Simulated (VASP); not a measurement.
Here is a VASP 6.6.1 calculation.

File INCAR:

```
PREC = Accurate
ENCUT = 520
EDIFF = 1E-8
ISMEAR = -1
SIGMA = 0.03
LREAL = False
LASPH = True
NELM = 100
ALGO = Normal
ISIF = 2
LWAVE = False
LCHARG = False
GGA = CA
LEFG = True
NBANDS = 18
```

KPOINTS

```
Automatic mesh
0
Gamma
  12 12 12
```

The input POSCAR:

```
ZnAg
1.0
    3.1560000000     -0.0315600000     -0.0315600000
   -0.0315600000      3.1560000000     -0.0315600000
   -0.0315600000     -0.0315600000      3.1560000000
Zn Ag
1 1
Direct
    0.5000000000      0.5000000000      0.5000000000
    0.0000000000      0.0000000000      0.0000000000
```

Potentials or basis: VASP PAW LDA potentials, release 64 (Zn, Ag).

Launch:

```sh
$ cat potpaw_LDA.64/Zn/POTCAR potpaw_LDA.64/Ag/POTCAR > POTCAR
$ mpirun -np 1 vasp_std > vasp.out
```

Q: Predict the pressure.

A: -7.5 GPa.

Q: Estimate the band gap on the k mesh.

A: Zero (an odd number of electrons rules out a gap without spin polarisation).

Electric field gradients, principal values (V/Å²):
```csv
atom,least,middle,greatest (by size)
1 Zn,4.074,4.074,-8.147
2 Ag,4.266,4.266,-8.533
```

Caveat: the cell differs from its parent crystal (equal xy, yz and zx shear strains of -2 %); the cell stands under tension; without QUAD_EFG the Cq values of the log hold for a quadrupole moment of 1 mb, not for the nuclei.
